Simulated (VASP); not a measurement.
# PbS (Fm-3m) in VASP: further runs

The runs below take PbS through single point, with PBE, r2SCAN.

All numbers are computed with VASP 6.6.1; they aren't measurements. Logs are shortened: lines on timing, memory, paths and dates and some standing lists are left out, and cuts for length are marked.

## (1) The cell of the first run

Symmetry: Fm-3m, No. 225, cubic system. Conventional cell: a = 5.743 Å, b = 5.743 Å, c = 5.743 Å, α = 90.00°, β = 90.00°, γ = 90.00°. Pb (site symmetry m-3m) has 6 S at 2.87 Å within 3.8 Å. Within 3.8 Å of S (site symmetry m-3m) lie 6 Pb at 2.87 Å.

## (2) Single point, PBE (strain -3.9%)

Contents of INCAR:

```
PREC = Accurate ; ENCUT = 520
EDIFF = 1E-6 ; ISMEAR = -1
SIGMA = 0.02 ; LREAL = F
LASPH = T ; NELM = 100
ALGO = Normal ; ISIF = 2
LWAVE = F ; LCHARG = F
GGA = PE ; NBANDS = 17
```

Contents of KPOINTS:

```
Automatic mesh
0
Gamma
  8 8 8
```

Contents of POSCAR:

```
PbS
1.0
    0.0000000000      2.8713280870      2.8713280870
    2.8713280870      0.0000000000      2.8713280870
    2.8713280870      2.8713280870      0.0000000000
Pb S
1 1
Direct
    0.0000000000      0.0000000000      0.0000000000
    0.5000000000      0.5000000000      0.5000000000
```

Potentials or basis: VASP PAW PBE potentials, release 64 (Pb_d, S).

Started as:

```
$ cat potpaw_PBE.64/Pb_d/POTCAR potpaw_PBE.64/S/POTCAR > POTCAR
$ mpirun -np 1 vasp_std > vasp.out
```

OUTCAR:

```text
PREC = Accurate
   ENCUT = 520
   EDIFF = 1E-6
   ISMEAR = -1
   LREAL = F
   LASPH = T
   NELM = 100
   ISIF = 2
   GGA = PE

 ion  position               nearest neighbor table
   1  0.000  0.000  0.000-   2 2.87   2 2.87   2 2.87   2 2.87   2 2.87   2 2.87
   2  0.500  0.500  0.500-   1 2.87   1 2.87   1 2.87   1 2.87   1 2.87   1 2.87

  LATTYP: Found a face centered cubic cell.
 ALAT       =     5.7426561740

  Lattice vectors:

 A1 = (   0.0000000000,   2.8713280870,   2.8713280870)
 A2 = (   2.8713280870,   0.0000000000,   2.8713280870)
 A3 = (   2.8713280870,   2.8713280870,   0.0000000000)

Analysis of symmetry for initial positions (statically):
=====================================================================
 Subroutine PRICEL returns:
 Original cell was already a primitive cell.

 Routine SETGRP: Setting up the symmetry group for a
 face centered cubic supercell.

 Subroutine GETGRP returns: Found 48 space group operations
 (whereof 48 operations were pure point group operations)
 out of a pool of 48 trial point group operations.

The static configuration has the point symmetry O_h .

Analysis of symmetry for dynamics (positions and initial velocities):
=====================================================================
 Subroutine PRICEL returns:
 Original cell was already a primitive cell.

 Routine SETGRP: Setting up the symmetry group for a
 face centered cubic supercell.

 Subroutine GETGRP returns: Found 48 space group operations
 (whereof 48 operations were pure point group operations)
 out of a pool of 48 trial point group operations.

The dynamic configuration has the point symmetry O_h .

 Subroutine INISYM returns: Found 48 space group operations
 (whereof 48 operations are pure point group operations),
 and found     1 'primitive' translations

----------------------------------------------------------------------------------------

                                     Primitive cell

  volume of cell :      47.3455

  direct lattice vectors                    reciprocal lattice vectors
     0.000000000  2.871328087  2.871328087    -0.174135447  0.174135447  0.174135447
     2.871328087  0.000000000  2.871328087     0.174135447 -0.174135447  0.174135447
     2.871328087  2.871328087  0.000000000     0.174135447  0.174135447 -0.174135447

  length of vectors
     4.060671123  4.060671123  4.060671123     0.301611442  0.301611442  0.301611442

  position of ions in fractional coordinates (direct lattice)
     0.000000000  0.000000000  0.000000000
     0.500000000  0.500000000  0.500000000

  ion indices of the primitive-cell ions
   primitive index   ion index
                 1           1
                 2           2

----------------------------------------------------------------------------------------

 KPOINTS: Automatic mesh

Automatic generation of k-mesh.
 Grid dimensions read from file:
 generate k-points for:    8    8    8

 Generating k-lattice:

  Cartesian coordinates                     Fractional coordinates (reciprocal lattice)
    -0.021766931  0.021766931  0.021766931     0.125000000  0.000000000  0.000000000
     0.021766931 -0.021766931  0.021766931     0.000000000  0.125000000  0.000000000
     0.021766931  0.021766931 -0.021766931     0.000000000  0.000000000  0.125000000

  Length of vectors
     0.037701430  0.037701430  0.037701430

  Shift w.r.t. Gamma in fractional coordinates (k-lattice)
     0.000000000  0.000000000  0.000000000

 Subroutine IBZKPT returns following result:
 ===========================================

 Found     29 irreducible k-points:

 Following reciprocal coordinates:
            Coordinates               Weight
  0.000000  0.000000  0.000000      1.000000
  0.125000  0.000000  0.000000      8.000000
  0.250000  0.000000  0.000000      8.000000
  0.375000  0.000000  0.000000      8.000000
  0.500000  0.000000  0.000000      4.000000
  0.125000  0.125000  0.000000      6.000000
[... 16 lines left out ...]
  0.500000  0.250000  0.125000     48.000000
 -0.375000  0.250000  0.125000     24.000000
 [... further k-points ...]
   k-points           NKPTS =     29   k-points in BZ     NKDIM =     29   number of bands    NBANDS=     17
   number of dos      NEDOS =    301   number of ions     NIONS =      2
   total plane-waves  NPLWV =  27000
   dimension x,y,z NGX =    30 NGY =   30 NGZ =   30
   dimension x,y,z NGXF=    60 NGYF=   60 NGZF=   60
   ions per type =               1   1
   NGX,Y,Z   is equivalent  to a cutoff of  12.28, 12.28, 12.28 a.u.
   NGXF,Y,Z  is equivalent  to a cutoff of  24.56, 24.56, 24.56 a.u.
 SYSTEM =  unknown system
   PREC   = accura    normal or accurate (medium, high low for compatibility)
   ISTART =      0    job   : 0-new  1-cont  2-samecut
   ICHARG =      2    charge: 1-file 2-atom 10-const
   ISPIN  =      1    spin polarized calculation?
   LNONCOLLINEAR =      F non collinear calculations
   LSORBIT =      F    spin-orbit coupling
   LASPH  =      T    aspherical Exc in radial PAW
   ENCUT  =  520.0 eV  38.22 Ry    6.18 a.u.   7.55  7.55  7.55*2*pi/ulx,y,z
   NELM   =    100;   NELMIN=  2; NELMDL= -5     # of ELM steps
   EDIFF  = 0.1E-05   stopping-criterion for ELM
   LREAL  =      F    real-space projection
   EDIFFG = 0.1E-04   stopping-criterion for IOM
   NSW    =      0    number of steps for IOM
   IBRION =     -1    ionic relax: 0-MD 1-quasi-New 2-CG
   NFREE  =      0    steps in history (QN), initial steepest desc. (CG)
   ISIF   =      2    stress and relaxation
   ISYM   =      2    0-nonsym 1-usesym 2-fastsym
   POTIM  = 0.5000    time-step for ionic-motion
   TEBEG  =    0.0;   TEEND  =   0.0 temperature during run
   PSTRESS=    0.0 pullay stress
   NELECT =      20.0000    total number of electrons
   NUPDOWN=      -1.0000    fix difference up-down
   EMIN   =  10.00;   EMAX   =-10.00  energy-range for DOS
   EFERMI =   0.00;   METHOD = LEGACY
   ISMEAR =    -1;   SIGMA  =   0.02  broadening in eV -4-tet -1-fermi 0-gaus
   EFERMI_NEDOS =   21; number of points for ismear=-14 and -15
   IALGO  =     38    algorithm
   IMIX   =      4    mixing-type and parameters
     AMIX     =   0.40;   BMIX     =  1.00
     AMIX_MAG =   1.60;   BMIX_MAG =  1.00
  volume/ion in A,a.u.               =      23.67       159.75
  Fermi-wavevector in a.u.,A,eV,Ry     =   1.228359  2.321262 20.529369  1.508866
  Thomas-Fermi vector in A             =   2.363288
   LORBIT       =      0    0 simple, 1 ext, 2 COOP (PROOUT), +10 PAW based schemes
   GGA     = PE    functional components
   LHFCALC =     F    Hartree Fock is set to
   AEXX    =    0.0000 exact exchange contribution
   IVDW    =     0    specifies the selected vdW correction
   LEPSILON=     F    determine dielectric tensor
   LRPA    =     F    only Hartree local field effects (RPA)
 non-spin polarized calculation
  energy-cutoff  :      520.00
  volume of cell :       47.35
 maximum number of plane-waves:      1298
   NGX = 15   NGY = 15   NGZ = 15

 number of electron      19.9999999 magnetization

 Free energy of the ion-electron system (eV)
  ---------------------------------------------------
  ext. energy  EPLUGINS =         0.00000000
  ---------------------------------------------------
  free energy    TOTEN  =        -8.58745784 eV

  energy without entropy =       -8.58711407  energy(sigma->0) =       -8.58728595

 E-fermi :   7.2820     XC(G=0): -10.1509

 val. band max:        7.2588629667   @ k =   0.5000   0.0000   0.0000
 cond. band min:       7.3051697997   @ k =   0.5000   0.0000   0.0000
 fundamental gap:      0.0463068330
 Fermi energy:         7.2820163832

 k-point     1 :       0.0000    0.0000    0.0000
  band No.  band energies     occupation
      1      -9.8540      2.00000
      2      -9.8540      2.00000
      3      -9.8540      2.00000
      4      -9.8410      2.00000
      5      -9.8410      2.00000
      6      -7.3722      2.00000
[... 9 lines left out ...]
     16      13.6263      0.00000
     17      15.5013      0.00000

 k-point     2 :       0.1250    0.0000    0.0000
  band No.  band energies     occupation
      1      -9.8535      2.00000
      2      -9.8527      2.00000
      3      -9.8527      2.00000
      4      -9.8398      2.00000
      5      -9.8398      2.00000
      6      -7.2177      2.00000
[... 9 lines left out ...]
     16      14.0489      0.00000
     17      16.8680      0.00000

 k-point     3 :       0.2500    0.0000    0.0000
  band No.  band energies     occupation
      1      -9.8675      2.00000
      2      -9.8675      2.00000
      3      -9.8529      2.00000
      4      -9.8183      2.00000
      5      -9.8183      2.00000
      6      -6.7834      2.00000
[... 9 lines left out ...]
     16      14.9282      0.00000
     17      19.2974      0.00000

 k-point     4 :       0.3750    0.0000    0.0000
  band No.  band energies     occupation
      1      -9.8840      2.00000
      2      -9.8840      2.00000
      3      -9.8533      2.00000
      4      -9.7951      2.00000
      5      -9.7951      2.00000
      6      -6.2029      2.00000
[... 9 lines left out ...]
     16      16.1812      0.00000
     17      19.3714      0.00000
[... 343 lines left out ...]
      1      -9.9221      2.00000
      2      -9.8606      2.00000
      3      -9.8489      2.00000
      4      -9.8123      2.00000
      5      -9.8027      2.00000
      6      -6.3818      2.00000
[... 9 lines left out ...]
     16      17.0695      0.00000
     17      17.4650      0.00000

 k-point    23 :       0.5000    0.2500    0.1250
  band No.  band energies     occupation
      1      -9.9476      2.00000
      2      -9.8607      2.00000
      3      -9.8474      2.00000
      4      -9.8071      2.00000
      5      -9.7901      2.00000
      6      -5.8420      2.00000
[... 9 lines left out ...]
     16      17.5047      0.00000
     17      18.6490      0.00000

 k-point    24 :      -0.3750    0.2500    0.1250
  band No.  band energies     occupation
      1      -9.9567      2.00000
      2      -9.8664      2.00000
      3      -9.8353      2.00000
      4      -9.8141      2.00000
      5      -9.7826      2.00000
      6      -5.5573      2.00000
[... 9 lines left out ...]
     16      18.0569      0.00000
     17      18.4642      0.00000

 [... further k-points ...]

------------------------ aborting loop because EDIFF is reached ----------------------------------------

  FORCE on cell =-STRESS in cart. coord.  units (eV):
  Direction    XX          YY          ZZ          XY          YZ          ZX
  --------------------------------------------------------------------------------------
  -------------------------------------------------------------------------------------
  Total        2.7576051      2.7576051      2.7576051      0.0000000      0.0000000     -0.0000000
  in kB       93.3177379     93.3177379     93.3177379      0.0000000      0.0000000     -0.0000000
  external PRESSURE =      93.3177379 kB  Pullay stress =       0.0000000 kB

 VOLUME and BASIS-vectors are now :
 -----------------------------------------------------------------------------
  energy-cutoff  :      520.00
  volume of cell :       47.35
      direct lattice vectors                 reciprocal lattice vectors
     0.000000000  2.871328087  2.871328087    -0.174135447  0.174135447  0.174135447
     2.871328087  0.000000000  2.871328087     0.174135447 -0.174135447  0.174135447
     2.871328087  2.871328087  0.000000000     0.174135447  0.174135447 -0.174135447

 POSITION                                       TOTAL-FORCE (eV/Angst)
 -----------------------------------------------------------------------------------
      0.00000      0.00000      0.00000         0.000000      0.000000      0.000000
      2.87133      2.87133      2.87133         0.000000     -0.000000     -0.000000
 -----------------------------------------------------------------------------------
    total drift:                               -0.000000      0.000000      0.000000

  FREE ENERGIE OF THE ION-ELECTRON SYSTEM (eV)
  ---------------------------------------------------
  free  energy   TOTEN  =        -8.5874578387 eV

  energy  without entropy=       -8.5871140702  energy(sigma->0) =       -8.58728595
```

Wall time 11 s (1 thread of AMD EPYC 9R45 (Zen 5), shared host); peak memory 0.15 GiB.

What came out:

- Free energy: -8.5875 eV
- Pressure: 9.3 GPa
- Band gap on the k mesh: 0.05 eV, direct

Levels at points of the mesh, in eV from the valence-band top:
| k point | band 8 | band 9 | band 10 | band 11 | band 12 | band 13 |
| --- | --- | --- | --- | --- | --- | --- |
| (0.00, 0.00, 0.00) | -2.78 | -2.78 | -2.78 | 5.41 | 5.41 | 5.41 |
| (0.50, 0.00, 0.00) | -2.30 | -2.30 | 0.00 | 0.05 | 1.63 | 1.63 |
| (0.50, 0.50, 0.00) | -6.18 | -4.21 | -4.21 | 3.32 | 5.81 | 5.97 |

Caveat: the cell differs from its parent crystal (strain -3.9%); spin-orbit coupling is left out, which moves the levels of the heavy elements.

## (3) Single point, r2SCAN (strain -3.9%)

POSCAR is that of step 2.

Contents of INCAR.step1:

```
SYSTEM = PbS
ALGO = Normal
EDIFF = 1E-4
ENCUT = 520
GGA = PE
ISMEAR = -1
LASPH = .True.
LCHARG = .False.
LREAL = .False.
LWAVE = .True.
NBANDS = 17
NELM = 80
PREC = Accurate
SIGMA = 0.02
```

Contents of INCAR.step2:

```
SYSTEM = PbS
ALGO = Normal
EDIFF = 1E-6
ENCUT = 520
ISIF = 2
ISMEAR = -1
ISTART = 1
LASPH = .True.
LCHARG = .False.
LMIXTAU = .True.
LREAL = .False.
LWAVE = .False.
METAGGA = R2SCAN
NBANDS = 17
NELM = 80
PREC = Accurate
SIGMA = 0.02
```

Contents of KPOINTS:

```
k-points
0
Gamma
  8 8 8
  0 0 0
```

Potentials or basis: VASP PAW PBE potentials, release 64 (Pb_d, S).

Started as:

```
$ cat potpaw_PBE.64/Pb_d/POTCAR potpaw_PBE.64/S/POTCAR > POTCAR
$ cp INCAR.step1 INCAR
$ mpirun -np 1 vasp_std > vasp.out
$ cp INCAR.step2 INCAR
$ mpirun -np 1 vasp_std > vasp.out
```

Wall time 47 s (1 thread of AMD EPYC 9R45 (Zen 5), shared host); peak memory 0.15 GiB.

Results (log left out):

```
Free energy            : -65.4616 eV
Pressure               : 8.8 GPa
Band gap on the k mesh : 0.19 eV, direct
```

Levels at points of the mesh, in eV from the valence-band top:
```csv
k point,band 8,band 9,band 10,band 11,band 12,band 13
"(0.00, 0.00, 0.00)",-3.05,-3.05,-3.05,5.68,5.68,5.68
"(0.50, 0.00, 0.00)",-2.54,-2.54,0.00,0.19,1.75,1.75
"(0.50, 0.50, 0.00)",-6.48,-4.49,-4.49,3.53,6.20,6.32
```

Caveat: the cell differs from its parent crystal (strain -3.9%); the PAW data sets were made with another functional, which shifts forces and pressure a little; spin-orbit coupling is left out, which moves the levels of the heavy elements.
